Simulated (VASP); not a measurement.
A run of VASP 6.6.1:

POSCAR

```
Ge
1.0
    0.0000000000      2.1712285705      2.1712285705
    2.1712285705      0.0000000000      2.1712285705
    2.1712285705      2.1712285705      0.0000000000
Ge
1
Direct
    0.0000000000      0.0000000000      0.0000000000
```

The input INCAR.step1:

```
ALGO = Normal ; EDIFF = 1E-4
ENCUT = 520 ; GGA = PE
ISMEAR = -1 ; LASPH = True
LCHARG = False ; LREAL = False
LWAVE = True ; NBANDS = 13
NELM = 100 ; PREC = Accurate
SIGMA = 0.1
```

INCAR.step2

```
ALGO = Normal ; EDIFF = 1E-6
ENCUT = 520 ; ISIF = 2
ISMEAR = -1 ; ISTART = 1
LASPH = True ; LCHARG = False
LMIXTAU = True ; LREAL = False
LWAVE = False ; METAGGA = R2SCAN
NBANDS = 13 ; NELM = 100
PREC = Accurate ; SIGMA = 0.1
```

The input KPOINTS:

```
k-points
0
Gamma
  14 14 14
```

Potentials or basis: VASP PAW PBE potentials, release 64 (Ge_d).

Run with:

```bash
$ cat potpaw_PBE.64/Ge_d/POTCAR > POTCAR
$ cp INCAR.step1 INCAR
$ mpirun -np 1 vasp_std > vasp.out
$ cp INCAR.step2 INCAR
$ mpirun -np 1 vasp_std > vasp.out
```

Hardware: 1 thread of Intel(R) Xeon(R) Platinum 8259CL CPU @ 2.50GHz (Skylake/Cascade Lake) (shared host).

**Question.** How long does it take, and how much memory?

**Answer.** Run time: 68 s on 1 thread of Intel(R) Xeon(R) Platinum 8259CL CPU @ 2.50GHz (Skylake/Cascade Lake) (shared host), peak memory 0.16 GiB. Counts: k points 104.
